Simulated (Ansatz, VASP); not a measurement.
# Two plane-wave programs on AlRu

INCAR

```
SYSTEM = AlRu
PREC = Accurate ; ENCUT = 520
EDIFF = 1E-6 ; ISMEAR = 0
SIGMA = 0.15 ; LREAL = .False.
LASPH = .True. ; NELM = 100
ALGO = Fast ; ISIF = 2
LWAVE = .False. ; LCHARG = .True.
GGA = PS ; LELF = .True.
LVHAR = .True. ; NBANDS = 16
```

Contents of KPOINTS:

```
regular mesh
0
Gamma
  16 16 16
  0 0 0
```

POSCAR

```
AlRu
1.0
    2.9916000000      0.0000000000      0.0560925000
    0.0000000000      2.9916000000      0.0000000000
    0.0560925000      0.0000000000      2.9916000000
Al Ru
1 1
Direct
    0.0000000000      0.0000000000      0.0000000000
    0.5000000000      0.5000000000      0.5000000000
```

Input for Ansatz:

```yaml
crystal:
  lattice:
    - [2.9916, 0.0, 0.0560925]
    - [0.0, 2.9916, 0.0]
    - [0.0560925, 0.0, 2.9916]
  atoms:
    - { symbol: Al, position: [0.0, 0.0, 0.0] }
    - { symbol: Ru, position: [0.5, 0.5, 0.5] }
basis:
  ecutwfc: 420
kpoints:
  mp_grid: { grid: [16, 16, 16] }
hamiltonian:
  xc: pbesol
scf:
  occupations: { method: gaussian, width: 0.15 }
output:
  forces: true
  stress: true
  eigenvalues: true
```

Change from the starting cell: strain +0.0375 x Voigt [0, 0, 0, 0, 1, 0], atoms carried along.

Alike in both runs: task single point; functional PBEsol; k mesh 16 × 16 × 16; occupations gaussian, width 0.15 eV; no spin polarisation.

|  | VASP | Ansatz |
| --- | --- | --- |
| version | VASP 6.6.1 | Ansatz 0.2.0 |
| potentials or method | VASP PAW PBE potentials, release 64 (Al, Ru_pv), cutoff 520 eV | scalar-relativistic, plane waves, PAW |
| valence electrons in the cell | 17 | 19 |

```csv
,VASP,Ansatz,Ansatz less VASP
gap on the k mesh at the Fermi level (eV),none,none,-
pressure (GPa),-3.0,-2.9,+0.02
"traceless stress, the component that is largest in VASP (GPa)",-4.86,-4.84,+0.020
```

VASP's potentials were made for PBE, not for PBEsol. A gap of «none» marks a metal or a gap that the smearing closes. VASP's potentials hold 17 valence electrons a cell and Ansatz's 19, so a difference there can come from the potentials and not from the codes.
